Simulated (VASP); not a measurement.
**P: single point with PBEsol**

P:

```xyz
1
Lattice="0.0000 1.4634 1.4634 1.4634 0.0000 1.4634 1.4634 1.4634 0.0000" Properties=species:S:1:pos:R:3 pbc="T T T"
P     0.0000    0.0000    0.0000
```

This cell differs from its parent crystal: volume scaled by 0.45.

```
Program             : VASP 6.6.1
Task                : single point
Functional          : PBEsol
Potentials or basis : VASP PAW PBE potentials, release 64 (P)
Cutoff              : 520 eV
k mesh              : 17 × 17 × 17
Occupations         : fermi-dirac, width 0.1 eV
Spin                : no spin polarisation
```

| Item | Value |
| --- | --- |
| Pressure | 392.2 GPa |

Levels at points of the mesh, in eV from the Fermi level:
| k point | band 1 | band 2 | band 3 | band 4 | band 5 | band 6 | band 7 |
| --- | --- | --- | --- | --- | --- | --- | --- |
| (0.00, 0.00, 0.00) | -28.51 | 13.46 | 13.46 | 13.46 | 18.54 | 18.54 | 18.54 |

Run time: 13 s on 1 thread of AMD EPYC 7R13, with other jobs on the host, peak memory 0.08 GiB.

Caveat: the PAW data sets were made with another functional, which shifts forces and pressure a little.
